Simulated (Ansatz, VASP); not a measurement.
# Ba3SbS2 in VASP and in Ansatz

```xyz
6
Lattice="8.1759 0.0000 0.0000 -4.0879 7.0805 0.0000 0.0000 0.0000 4.0172" Properties=species:S:1:pos:R:3 pbc="T T T"
Ba    2.0440    3.5403    2.0086
Ba    4.0879    0.0000    2.0086
Ba   -2.0440    3.5403    2.0086
Sb    0.0000    0.0000    0.0000
S     4.0879    2.3602    0.0000
S     0.0000    4.7203    0.0000
```

Change from the starting cell: species swapped into the EuCu3Pd2 type (P6/mmm, No. 191).

Alike in both runs: functional PBE; k mesh 6 × 6 × 10; occupations gaussian, width 0.1 eV; no spin polarisation.

Ansatz relaxed the structure, and its values are those at the end. VASP's run is a single point on that final structure, the one shown.

|  | VASP | Ansatz |
| --- | --- | --- |
| version | VASP 6.6.1 | Ansatz 0.2.0 |
| potentials or method | VASP PAW PBE potentials, release 64 (Ba_sv, Sb, S), cutoff 520 eV | scalar-relativistic, plane waves, PAW |
| valence electrons in the cell | 47 | 57 |

|  | VASP | Ansatz | Ansatz less VASP |
| --- | --- | --- | --- |
| gap on the k mesh at the Fermi level (eV) | none | none | - |
| pressure (GPa) | 0.6 | 0.0 | -0.59 |

A gap of «none» marks a metal or a gap that the smearing closes. With one functional, cell and mesh, what is left measures potentials, basis and numerics. VASP's potentials hold 47 valence electrons a cell and Ansatz's 57, so a difference there can come from the potentials and not from the codes.

Spin-orbit coupling is off throughout.
